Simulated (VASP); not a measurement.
Wanted: the native input for a VASP 6.6.1 run.

* Task: single point
* Functional: LDA
* Potentials or basis: VASP PAW LDA potentials, release 64 (Mg_sv, S)
* Cutoff: 840 eV
* k mesh: 6 × 6 × 4
* Occupations: gaussian, width 0.01 eV
* Spin: no spin polarisation
* Dipole correction: no
* Further INCAR settings: ALGO = Normal; EDIFF = 1e-06; NBANDS = 24

The structure of MgS lies in POSCAR:

```
MgS
1.0
    3.7180672384     -0.0000000027      0.0000000000
   -1.8590336169      3.2199406827      0.0000000000
    0.0000000000      0.0000000000      4.5369398486
Mg S
2 2
Direct
    0.6666666667      0.3333333333      0.4374994472
    0.3333333333      0.6666666667      0.9374994472
    0.3333333333      0.6666666667      0.4374995528
    0.6666666667      0.3333333333      0.9374995528
```

These files were run (other wordings do the same):

INCAR

```
ALGO = Normal
EDIFF = 1E-6
ENCUT = 840
GGA = CA
GGA_COMPAT = F
ISIF = 2
ISMEAR = 0
LASPH = T
LCHARG = F
LREAL = F
LWAVE = F
NBANDS = 24
NELM = 120
PREC = Accurate
SIGMA = 0.01
```

KPOINTS

```
k-points
0
Gamma
  6 6 4
```

Potentials or basis: VASP PAW LDA potentials, release 64 (Mg_sv, S).

Run with:

```bash
$ cat potpaw_LDA.64/Mg_sv/POTCAR potpaw_LDA.64/S/POTCAR > POTCAR
$ mpirun -np 1 vasp_std > vasp.out
```

Results of the run:

- Pressure: 60.4 GPa
- Band gap on the k mesh: 2.52 eV (least direct gap 3.44 eV)

Caveat: the cell stands under pressure.

Run time: 64 s on 1 thread of AMD EPYC 7R43 64-Core Processor (Zen 3), with other jobs on the host, peak memory 0.18 GiB.
